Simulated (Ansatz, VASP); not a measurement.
Zn: VASP beside Ansatz

INCAR

```
SYSTEM = Zn
PREC = Accurate ; ENCUT = 520
EDIFF = 1E-6 ; ISMEAR = 0
SIGMA = 0.15 ; LREAL = .False.
LASPH = .True. ; NELM = 60
ALGO = Fast ; ISIF = 2
LWAVE = .False. ; LCHARG = .True.
GGA = PE ; LELF = .True.
LVHAR = .True. ; NBANDS = 19
```

KPOINTS

```
regular mesh
0
Gamma
  24 24 10
  0 0 0
```

Contents of POSCAR:

```
Zn
1.0
    2.7047700240      0.0000000000      0.0000000000
   -1.3523850120      2.3423995522      0.0000000000
    0.0000000000      0.0000000000      4.8724995000
Zn
2
Direct
    0.3333333333      0.6666666667      0.2500000000
    0.6666666667      0.3333333333      0.7500000000
```

Input for Ansatz:

```yaml
crystal:
  lattice:
    - [2.704770024, 0.0, 0.0]
    - [-1.352385012, 2.3423995522, 0.0]
    - [0.0, 0.0, 4.8724995]
  atoms:
    - { symbol: Zn, position: [0.3333333333, 0.6666666667, 0.25] }
    - { symbol: Zn, position: [0.6666666667, 0.3333333333, 0.75] }
basis:
  ecutwfc: 420
kpoints:
  mp_grid: { grid: [24, 24, 10] }
hamiltonian:
  xc: pbe
scf:
  occupations: { method: gaussian, width: 0.15 }
output:
  forces: true
  stress: true
  eigenvalues: true
```

Change from the starting cell: strain +0.015 along x and y, -0.015 along z, atoms carried along.

Alike in both runs: task single point; functional PBE; k mesh 24 × 24 × 10; occupations gaussian, width 0.15 eV; no spin polarisation.

|  | VASP | Ansatz |
| --- | --- | --- |
| version | VASP 6.6.1 | Ansatz 0.2.0 |
| potentials or method | VASP PAW PBE potentials, release 64 (Zn), cutoff 520 eV | scalar-relativistic, plane waves, PAW |
| valence electrons in the cell | 24 | 24 |

Ansatz gave:

* gap on the k mesh at the Fermi level (eV): none
* pressure (GPa): -1.8
* traceless stress, the component that is largest in VASP (GPa): 1.36

**Question.** Which values does VASP return?

**Answer.** gap on the k mesh at the Fermi level (eV): none; pressure (GPa): -1.7; traceless stress, the component that is largest in VASP (GPa): 1.21.

A gap of «none» marks a metal or a gap that the smearing closes. With one functional, cell and mesh, what is left measures potentials, basis and numerics.
